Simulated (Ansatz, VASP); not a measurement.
MgO in VASP and in Ansatz

```xyz
2
Lattice="0.0000 2.1809 2.1021 2.1021 0.0000 2.1021 2.1021 2.1809 0.0000" Properties=species:S:1:pos:R:3 pbc="T T T"
Mg    0.0000    0.0000    0.0000
O     2.1021    2.1809    2.1021
```

Change from the starting cell: strain +0.0375 x Voigt [0, 1, 0, 0, 0, 0], atoms carried along.

Alike in both runs: task single point; functional r2SCAN; k mesh 10 × 10 × 10; occupations gaussian, width 0.05 eV; no spin polarisation.

|  | VASP | Ansatz |
| --- | --- | --- |
| version | VASP 6.6.1 | Ansatz 0.2.0 |
| potentials or method | VASP PAW PBE potentials, release 64 (Mg_sv, O), cutoff 920 eV | scalar-relativistic, plane waves, PAW |
| valence electrons in the cell | 16 | 16 |

```csv
,VASP,Ansatz,Ansatz less VASP
gap on the k mesh at the Fermi level (eV),5.28,5.26,-0.018
least direct gap on the mesh (eV),5.28,5.26,-0.018
pressure (GPa),-4.7,-5.3,-0.55
"traceless stress, the component that is largest in VASP (GPa)",-3.99,-3.99,+0.002
```

VASP's potentials were made for PBE, not for r2SCAN.
